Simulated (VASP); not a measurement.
Input of a VASP 6.6.1 run:

File INCAR:

```
PREC = Accurate
ENCUT = 600
EDIFF = 1E-6
ISMEAR = -1
SIGMA = 0.05
LREAL = False
LASPH = True
NELM = 200
ALGO = Normal
ISIF = 2
LWAVE = False
LCHARG = False
ISPIN = 2
MAGMOM = 2 0
LORBIT = 11
LMAXMIX = 4
GGA = PE
NBANDS = 22
GGA_COMPAT = False
```

Contents of KPOINTS:

```
regular mesh
0
Gamma
  10 10 10
```

Contents of POSCAR:

```
CoO
1.0
    0.0000000000      2.3119671215      2.3119671215
    2.3119671215      0.0000000000      2.3119671215
    2.3119671215      2.3119671215      0.0000000000
Co O
1 1
Direct
    0.0000000000      0.0000000000      0.0000000000
    0.2500000000      0.2500000000      0.2500000000
```

Potentials or basis: VASP PAW PBE potentials, release 64 (Co_sv, O).

Launch:

```bash
$ cat potpaw_PBE.64/Co_sv/POTCAR potpaw_PBE.64/O/POTCAR > POTCAR
$ mpirun -np 1 vasp_std > vasp.out
```

Problem. What does it give for the site moments?

Solution. Co +2.46; O +0.32 μB.

Problem. Estimate the pressure.

Solution. -10.4 GPa.

Problem. Predict the net moment.

Solution. 2.94 μB per cell.

Caveat: a cell with one magnetic atom can't hold antiferromagnetic order, which such compounds often take.
